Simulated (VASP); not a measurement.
# InSe (P-6m2) in VASP: a series of runs

Runs on InSe. Level: PBEsol. Tasks: single point.

Everything below comes from runs of VASP 6.6.1. Logs are shortened: lines on timing, memory, paths and dates and some standing lists are left out, and cuts for length are marked.

**1. The cell of the first run**

The structure is hexagonal, space group P-6m2 (No. 187). The conventional cell has a = 3.966 Å, b = 3.966 Å, c = 18.052 Å, α = 90.00°, β = 90.00°, γ = 120.00°. Within 3.4 Å of In (site symmetry 3m) lie 3 Se at 2.61 Å and 1 In at 2.79 Å. Within 3.4 Å of In (site symmetry 3m) lie 3 Se at 2.61 Å and 1 In at 2.79 Å. Se (site symmetry 3m) has 3 In at 2.61 Å within 3.4 Å. Se (site symmetry 3m) has 3 In at 2.61 Å within 3.4 Å.

**2. Single point, PBEsol**

Contents of INCAR:

```
ALGO = Normal
EDIFF = 1E-6
ENCUT = 520
GGA = PS
ISIF = 2
ISMEAR = -1
LASPH = T
LCHARG = F
LREAL = F
LWAVE = F
NBANDS = 48
NELM = 60
PREC = Accurate
SIGMA = 0.05
```

Contents of KPOINTS:

```
k-points
0
Gamma
  7 7 2
```

Contents of POSCAR:

```
InSe
1.0
    3.9663827288      0.0000000000      0.0000000000
   -1.9831913644      3.4349882043      0.0000000000
    0.0000000000      0.0000000000     18.0520649100
In Se
4 4
Direct
    0.3333333333      0.6666666667      0.0773904900
    0.3333333333      0.6666666667      0.9226095100
    0.0000000000      0.0000000000      0.4226063200
    0.0000000000      0.0000000000      0.5773936800
    0.3333333333      0.6666666667      0.3529842800
    0.3333333333      0.6666666667      0.6470157200
    0.6666666667      0.3333333333      0.1469999300
    0.6666666667      0.3333333333      0.8530000700
```

Potentials or basis: VASP PAW PBE potentials, release 64 (In_d, Se).

Run with:

```console
cat potpaw_PBE.64/In_d/POTCAR potpaw_PBE.64/Se/POTCAR > POTCAR
mpirun -np 1 vasp_std > vasp.out
```

OUTCAR:

```text
EDIFF = 1E-6
   ENCUT = 520
   GGA = PS
   ISIF = 2
   ISMEAR = -1
   LASPH = T
   LREAL = F
   NELM = 60
   PREC = Accurate

 ion  position               nearest neighbor table
   1  0.333  0.667  0.077-   7 2.61   7 2.61   7 2.61   2 2.79
   2  0.333  0.667  0.923-   8 2.61   8 2.61   8 2.61   1 2.79
   3  0.000  0.000  0.423-   5 2.61   5 2.61   5 2.61   4 2.79
   4  0.000  0.000  0.577-   6 2.61   6 2.61   6 2.61   3 2.79
   5  0.333  0.667  0.353-   3 2.61   3 2.61   3 2.61
   6  0.333  0.667  0.647-   4 2.61   4 2.61   4 2.61
   7  0.667  0.333  0.147-   1 2.61   1 2.61   1 2.61
   8  0.667  0.333  0.853-   2 2.61   2 2.61   2 2.61

  LATTYP: Found a hexagonal cell.
 ALAT       =     3.9663827288
 C/A-ratio  =     4.5512665177

  Lattice vectors:

 A1 = (   3.9663827288,   0.0000000000,   0.0000000000)
 A2 = (  -1.9831913644,   3.4349882043,   0.0000000000)
 A3 = (   0.0000000000,   0.0000000000,  18.0520649100)

Analysis of symmetry for initial positions (statically):
=====================================================================
 Subroutine PRICEL returns:
 Original cell was already a primitive cell.

 Routine SETGRP: Setting up the symmetry group for a
 hexagonal supercell.

 Subroutine GETGRP returns: Found 12 space group operations
 (whereof 12 operations were pure point group operations)
 out of a pool of 24 trial point group operations.

The static configuration has the point symmetry D_3h.

Analysis of symmetry for dynamics (positions and initial velocities):
=====================================================================
 Subroutine PRICEL returns:
 Original cell was already a primitive cell.

 Routine SETGRP: Setting up the symmetry group for a
 hexagonal supercell.

 Subroutine GETGRP returns: Found 12 space group operations
 (whereof 12 operations were pure point group operations)
 out of a pool of 24 trial point group operations.

The dynamic configuration has the point symmetry D_3h.

 Subroutine INISYM returns: Found 12 space group operations
 (whereof 12 operations are pure point group operations),
 and found     1 'primitive' translations

----------------------------------------------------------------------------------------

[... 96 lines left out ...]
   LREAL  =      F    real-space projection
   EDIFFG = 0.1E-04   stopping-criterion for IOM
   NSW    =      0    number of steps for IOM
   IBRION =     -1    ionic relax: 0-MD 1-quasi-New 2-CG
   NFREE  =      0    steps in history (QN), initial steepest desc. (CG)
   ISIF   =      2    stress and relaxation
   ISYM   =      2    0-nonsym 1-usesym 2-fastsym
   POTIM  = 0.5000    time-step for ionic-motion
   TEBEG  =    0.0;   TEEND  =   0.0 temperature during run
   PSTRESS=    0.0 pullay stress
   NELECT =      76.0000    total number of electrons
   NUPDOWN=      -1.0000    fix difference up-down
   EMIN   =  10.00;   EMAX   =-10.00  energy-range for DOS
   EFERMI =   0.00;   METHOD = LEGACY
   ISMEAR =    -1;   SIGMA  =   0.05  broadening in eV -4-tet -1-fermi 0-gaus
   EFERMI_NEDOS =   21; number of points for ismear=-14 and -15
   IALGO  =     38    algorithm
   IMIX   =      4    mixing-type and parameters
     AMIX     =   0.40;   BMIX     =  1.00
     AMIX_MAG =   1.60;   BMIX_MAG =  1.00
  volume/ion in A,a.u.               =      30.74       207.47
  Fermi-wavevector in a.u.,A,eV,Ry     =   1.106786  2.091523 16.666809  1.224976
  Thomas-Fermi vector in A             =   2.243292
   LORBIT       =      0    0 simple, 1 ext, 2 COOP (PROOUT), +10 PAW based schemes
   GGA     = PS    functional components
   LHFCALC =     F    Hartree Fock is set to
   AEXX    =    0.0000 exact exchange contribution
   IVDW    =     0    specifies the selected vdW correction
   LEPSILON=     F    determine dielectric tensor
   LRPA    =     F    only Hartree local field effects (RPA)
 non-spin polarized calculation
  energy-cutoff  :      520.00
  volume of cell :      245.95
 maximum number of plane-waves:      6692
 NGX is ok and might be reduce to    30
   NGX = 15   NGY = 15   NGZ = 67

 number of electron      75.9999979 magnetization

 Free energy of the ion-electron system (eV)
  ---------------------------------------------------
  ext. energy  EPLUGINS =         0.00000000
  ---------------------------------------------------
  free energy    TOTEN  =       -31.11976940 eV

  energy without entropy =      -31.11976391  energy(sigma->0) =      -31.11976666

 E-fermi :   3.6507     XC(G=0):  -8.7555

 val. band max:        3.1889837642   @ k =   0.0000   0.0000   0.0000
 cond. band min:       4.0625708516   @ k =   0.0000   0.0000   0.0000
 fundamental gap:      0.8735870874
 Fermi energy:         3.6506622741

 k-point     1 :       0.0000    0.0000    0.0000
  band No.  band energies     occupation
      1     -11.2405      2.00000
      2     -11.2390      2.00000
      3     -11.0540      2.00000
      4     -11.0540      2.00000
      5     -11.0525      2.00000
      6     -11.0525      2.00000
[... 805 lines left out ...]
     47       9.0366      0.00000
     48       9.0525      0.00000

------------------------ aborting loop because EDIFF is reached ----------------------------------------

  FORCE on cell =-STRESS in cart. coord.  units (eV):
  Direction    XX          YY          ZZ          XY          YZ          ZX
  --------------------------------------------------------------------------------------
  -------------------------------------------------------------------------------------
  Total        2.5248243      2.5248243      0.7793889      0.0000000      0.0000000      0.0000000
  in kB       16.4473142     16.4473142      5.0771272      0.0000000      0.0000000      0.0000000
  external PRESSURE =      12.6572519 kB  Pullay stress =       0.0000000 kB

 VOLUME and BASIS-vectors are now :
 -----------------------------------------------------------------------------
  energy-cutoff  :      520.00
  volume of cell :      245.95
      direct lattice vectors                 reciprocal lattice vectors
     3.966382729  0.000000000  0.000000000     0.252118887  0.145560907  0.000000000
    -1.983191364  3.434988204  0.000000000     0.000000000  0.291121815  0.000000000
     0.000000000  0.000000000 18.052064910     0.000000000  0.000000000  0.055395325

 POSITION                                       TOTAL-FORCE (eV/Angst)
 -----------------------------------------------------------------------------------
     -0.00000      2.28999      1.39706         0.000000     -0.000000     -0.407579
     -0.00000      2.28999     16.65501        -0.000000      0.000000      0.407579
      0.00000      0.00000      7.62892        -0.000000     -0.000000      0.406379
      0.00000      0.00000     10.42315        -0.000000      0.000000     -0.406379
     -0.00000      2.28999      6.37210         0.000000      0.000000     -0.346115
     -0.00000      2.28999     11.67997         0.000000      0.000000      0.346115
      1.98319      1.14500      2.65365         0.000000      0.000000      0.346729
      1.98319      1.14500     15.39841        -0.000000      0.000000     -0.346729
 -----------------------------------------------------------------------------------
    total drift:                                0.000000     -0.000000     -0.000000

  FREE ENERGIE OF THE ION-ELECTRON SYSTEM (eV)
  ---------------------------------------------------
  free  energy   TOTEN  =       -31.1197693976 eV

  energy  without entropy=      -31.1197639137  energy(sigma->0) =      -31.11976666
```

Run time: 2.4 min. Hardware: 1 thread of Intel Xeon 6975P-C (Granite Rapids), shared host; peak memory 0.42 GiB.

What came out:

| Item | Value |
| --- | --- |
| Free energy | -31.1198 eV |
| Pressure | 1.3 GPa |
| Largest force | 0.408 eV/Å |
| Band gap on the k mesh | 0.87 eV, direct |

Forces in eV/Å, atoms in the order of the input:
```
In   0.000  0.000 -0.408
In   0.000  0.000  0.408
In   0.000  0.000  0.406
In   0.000  0.000 -0.406
Se   0.000  0.000 -0.346
Se   0.000  0.000  0.346
Se   0.000  0.000  0.347
Se   0.000  0.000 -0.347
```

Stress tensor (GPa, compression positive):
```
1.64 0.00 0.00
0.00 1.64 0.00
0.00 0.00 0.51
```

Caveat: the PAW data sets were made with another functional, which shifts forces and pressure a little; spin-orbit coupling is left out, which moves the levels of the heavy elements; this functional lacks dispersion, which binds the layers, so the pressure and a relaxed spacing across them are unreliable. A k mesh can miss the band edges.

**3. Single point, PBEsol**

This run uses another cell than the first one, of 31.37 Å³/atom, 1.021 times its volume.

Contents of INCAR:

```
SYSTEM = InSe
PREC = Accurate
ENCUT = 520
EDIFF = 1E-7
ISMEAR = -1
SIGMA = 0.05
LREAL = .FALSE.
LASPH = .TRUE.
NELM = 100
ALGO = Normal
ISIF = 2
LWAVE = .FALSE.
LCHARG = .FALSE.
GGA = PS
NBANDS = 48
```

Contents of KPOINTS:

```
regular mesh
0
G
  7 7 2
  0 0 0
```

Changes to POSCAR since step 2:

```diff
@@ -2,4 +2,4 @@
 1.0
-    3.9663827288      0.0000000000      0.0000000000
-   -1.9831913644      3.4349882043      0.0000000000
+    4.0068560219      0.0000000000      0.0000000000
+   -2.0034280110      3.4700391044      0.0000000000
     0.0000000000      0.0000000000     18.0520649100
```

Potentials or basis: VASP PAW PBE potentials, release 64 (In_d, Se).

Run with:

```console
cat potpaw_PBE.64/In_d/POTCAR potpaw_PBE.64/Se/POTCAR > POTCAR
mpirun -np 1 vasp_std > vasp.out
```

OUTCAR:

```text
SYSTEM = InSe
   PREC = Accurate
   ENCUT = 520
   EDIFF = 1E-7
   ISMEAR = -1
   LREAL = .FALSE.
   LASPH = .TRUE.
   NELM = 100
   ISIF = 2
   GGA = PS

 ion  position               nearest neighbor table
   1  0.333  0.667  0.077-   7 2.63   7 2.63   7 2.63   2 2.79
   2  0.333  0.667  0.923-   8 2.63   8 2.63   8 2.63   1 2.79
   3  0.000  0.000  0.423-   5 2.63   5 2.63   5 2.63   4 2.79
   4  0.000  0.000  0.577-   6 2.63   6 2.63   6 2.63   3 2.79
   5  0.333  0.667  0.353-   3 2.63   3 2.63   3 2.63
   6  0.333  0.667  0.647-   4 2.63   4 2.63   4 2.63
   7  0.667  0.333  0.147-   1 2.63   1 2.63   1 2.63
   8  0.667  0.333  0.853-   2 2.63   2 2.63   2 2.63

  LATTYP: Found a hexagonal cell.
 ALAT       =     4.0068560219
 C/A-ratio  =     4.5052941287

  Lattice vectors:

 A1 = (   4.0068560219,   0.0000000000,   0.0000000000)
 A2 = (  -2.0034280110,   3.4700391044,   0.0000000000)
 A3 = (   0.0000000000,   0.0000000000,  18.0520649100)

Analysis of symmetry for initial positions (statically):
=====================================================================
 Subroutine PRICEL returns:
 Original cell was already a primitive cell.

 Routine SETGRP: Setting up the symmetry group for a
 hexagonal supercell.

 Subroutine GETGRP returns: Found 12 space group operations
 (whereof 12 operations were pure point group operations)
 out of a pool of 24 trial point group operations.

The static configuration has the point symmetry D_3h.

Analysis of symmetry for dynamics (positions and initial velocities):
=====================================================================
 Subroutine PRICEL returns:
 Original cell was already a primitive cell.

[... 129 lines left out ...]
     AMIX     =   0.40;   BMIX     =  1.00
     AMIX_MAG =   1.60;   BMIX_MAG =  1.00
  volume/ion in A,a.u.               =      31.37       211.72
  Fermi-wavevector in a.u.,A,eV,Ry     =   1.099321  2.077415 16.442719  1.208506
  Thomas-Fermi vector in A             =   2.235713
   LORBIT       =      0    0 simple, 1 ext, 2 COOP (PROOUT), +10 PAW based schemes
   GGA     = PS    functional components
   LHFCALC =     F    Hartree Fock is set to
   AEXX    =    0.0000 exact exchange contribution
   IVDW    =     0    specifies the selected vdW correction
   LEPSILON=     F    determine dielectric tensor
   LRPA    =     F    only Hartree local field effects (RPA)
 non-spin polarized calculation
  energy-cutoff  :      520.00
  volume of cell :      250.99
 maximum number of plane-waves:      6794
 NGX is ok and might be reduce to    30
   NGX = 15   NGY = 15   NGZ = 67

 number of electron      75.9999993 magnetization

 Free energy of the ion-electron system (eV)
  ---------------------------------------------------
  ext. energy  EPLUGINS =         0.00000000
  ---------------------------------------------------
  free energy    TOTEN  =       -31.15154905 eV

  energy without entropy =      -31.15153313  energy(sigma->0) =      -31.15154109

 E-fermi :   3.4426     XC(G=0):  -8.6688

 val. band max:        3.0467235589   @ k =   0.0000   0.0000   0.0000
 cond. band min:       3.7946927089   @ k =   0.0000   0.0000   0.0000
 fundamental gap:      0.7479691500
 Fermi energy:         3.4425757648

 k-point     1 :       0.0000    0.0000    0.0000
  band No.  band energies     occupation
      1     -11.3994      2.00000
      2     -11.3970      2.00000
      3     -11.2109      2.00000
      4     -11.2109      2.00000
      5     -11.2086      2.00000
      6     -11.2086      2.00000
[... 805 lines left out ...]
     47       8.7313      0.00000
     48       8.7438      0.00000

------------------------ aborting loop because EDIFF is reached ----------------------------------------

  FORCE on cell =-STRESS in cart. coord.  units (eV):
  Direction    XX          YY          ZZ          XY          YZ          ZX
  --------------------------------------------------------------------------------------
  -------------------------------------------------------------------------------------
  Total        0.5214785      0.5214785     -0.0480126     -0.0000000      0.0000000      0.0000000
  in kB        3.3287566      3.3287566     -0.3064788     -0.0000000      0.0000000      0.0000000
  external PRESSURE =       2.1170114 kB  Pullay stress =       0.0000000 kB

 VOLUME and BASIS-vectors are now :
 -----------------------------------------------------------------------------
  energy-cutoff  :      520.00
  volume of cell :      250.99
      direct lattice vectors                 reciprocal lattice vectors
     4.006856022  0.000000000  0.000000000     0.249572232  0.144090595  0.000000000
    -2.003428011  3.470039104  0.000000000     0.000000000  0.288181190  0.000000000
     0.000000000  0.000000000 18.052064910     0.000000000  0.000000000  0.055395325

 POSITION                                       TOTAL-FORCE (eV/Angst)
 -----------------------------------------------------------------------------------
     -0.00000      2.31336      1.39706        -0.000000      0.000000     -0.237260
     -0.00000      2.31336     16.65501        -0.000000     -0.000000      0.237260
      0.00000      0.00000      7.62892        -0.000000      0.000000      0.236459
      0.00000      0.00000     10.42315         0.000000     -0.000000     -0.236459
     -0.00000      2.31336      6.37210         0.000000     -0.000000     -0.181696
     -0.00000      2.31336     11.67997         0.000000     -0.000000      0.181696
      2.00343      1.15668      2.65365         0.000000      0.000000      0.182202
      2.00343      1.15668     15.39841         0.000000      0.000000     -0.182202
 -----------------------------------------------------------------------------------
    total drift:                               -0.000000      0.000000     -0.000000

  FREE ENERGIE OF THE ION-ELECTRON SYSTEM (eV)
  ---------------------------------------------------
  free  energy   TOTEN  =       -31.1515490475 eV

  energy  without entropy=      -31.1515331257  energy(sigma->0) =      -31.15154109
```

OSZICAR:

```text
N       E                     dE             d eps       ncg     rms          rms(c)
DAV:   1     0.781582522607E+03    0.78158E+03   -0.33714E+04  1536   0.173E+03
DAV:   2     0.890352878119E+02   -0.69255E+03   -0.67041E+03  1552   0.461E+02
DAV:   3    -0.243822962511E+02   -0.11342E+03   -0.11038E+03  1840   0.194E+02
DAV:   4    -0.317990009132E+02   -0.74167E+01   -0.73617E+01  1840   0.493E+01
DAV:   5    -0.320815379000E+02   -0.28254E+00   -0.28234E+00  1808   0.100E+01    0.103E+01
DAV:   6    -0.312186401276E+02    0.86290E+00   -0.13065E+00  2032   0.164E+01    0.568E+00
DAV:   7    -0.311593769824E+02    0.59263E-01   -0.93587E-01  2152   0.613E+00    0.137E+00
DAV:   8    -0.311503094341E+02    0.90675E-02   -0.11254E-01  2224   0.341E+00    0.102E+00
DAV:   9    -0.311516491959E+02   -0.13398E-02   -0.18124E-02  1784   0.532E-01    0.465E-01
DAV:  10    -0.311513125434E+02    0.33665E-03   -0.22846E-03  2216   0.535E-01    0.216E-01
DAV:  11    -0.311515384767E+02   -0.22593E-03   -0.10655E-03  1920   0.179E-01    0.367E-02
DAV:  12    -0.311515361908E+02    0.22859E-05   -0.10062E-04  2400   0.828E-02    0.466E-02
DAV:  13    -0.311515484972E+02   -0.12306E-04   -0.25071E-05  1760   0.207E-02    0.828E-03
DAV:  14    -0.311515484821E+02    0.15082E-07   -0.30210E-06  2168   0.198E-02    0.469E-03
DAV:  15    -0.311515489509E+02   -0.46877E-06   -0.78014E-07  1624   0.373E-03    0.106E-03
DAV:  16    -0.311515490475E+02   -0.96628E-07   -0.20057E-07  1440   0.299E-03
   1 F= -.31151549E+02 E0= -.31151541E+02  d E =-.159217E-04
```

It took 3.6 min on 1 thread of Intel Xeon 6975P-C (Granite Rapids), shared host; peak memory 0.41 GiB.

Results:

```yaml
Free_energy: -31.1515 eV
Pressure: 0.2 GPa
Largest_force: 0.237 eV/Å
Band_gap_on_the_k_mesh: 0.75 eV, direct
```

Forces on the atoms (eV/Å):
```
In   0.000  0.000 -0.237
In   0.000  0.000  0.237
In   0.000  0.000  0.236
In   0.000  0.000 -0.236
Se   0.000  0.000 -0.182
Se   0.000  0.000  0.182
Se   0.000  0.000  0.182
Se   0.000  0.000 -0.182
```

Caveat: the PAW data sets were made with another functional, which shifts forces and pressure a little; spin-orbit coupling is left out, which moves the levels of the heavy elements; this functional lacks dispersion, which binds the layers, so the pressure and a relaxed spacing across them are unreliable.
